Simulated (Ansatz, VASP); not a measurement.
## SiC: VASP beside Ansatz

```xyz
8
Lattice="3.0757 0.0000 0.0000 -1.5378 2.6636 0.0000 0.0000 0.0000 10.0706" Properties=species:S:1:pos:R:3 pbc="T T T"
Si    1.4583    0.9674    9.4447
Si    0.0000    1.7758    4.4094
Si    0.0000    0.0000    6.9275
Si    0.0000    0.0000    1.8922
C     1.5378    0.8879    7.5510
C     0.0000    1.7758    2.5157
C     0.0000    0.0000    5.0400
C     0.0000    0.0000    0.0046
```

Alike in both runs: task single point; functional r2SCAN; k mesh 12 × 12 × 4; occupations gaussian, width 0.05 eV; no spin polarisation.

|  | VASP | Ansatz |
| --- | --- | --- |
| version | VASP 6.6.1 | Ansatz 0.2.0 |
| potentials or method | VASP PAW PBE potentials, release 64 (Si, C), cutoff 520 eV | scalar-relativistic, plane waves, PAW |
| valence electrons in the cell | 32 | 32 |

|  | VASP | Ansatz | Ansatz less VASP |
| --- | --- | --- | --- |
| gap on the k mesh at the Fermi level (eV) | 2.39 | 2.37 | -0.011 |
| least direct gap on the mesh (eV) | 3.71 | 3.69 | -0.013 |
| pressure (GPa) | 0.6 | 0.8 | +0.19 |
| traceless stress, the component that is largest in VASP (GPa) | 1.25 | 1.26 | +0.012 |
| rms of the force components (eV/Å) | 0.562 | 0.563 | +0.0011 |

VASP's potentials were made for PBE, not for r2SCAN. Atom by atom the forces differ by 0.002 eV/Å (rms over components). With one functional, cell and mesh, what is left measures potentials, basis and numerics.
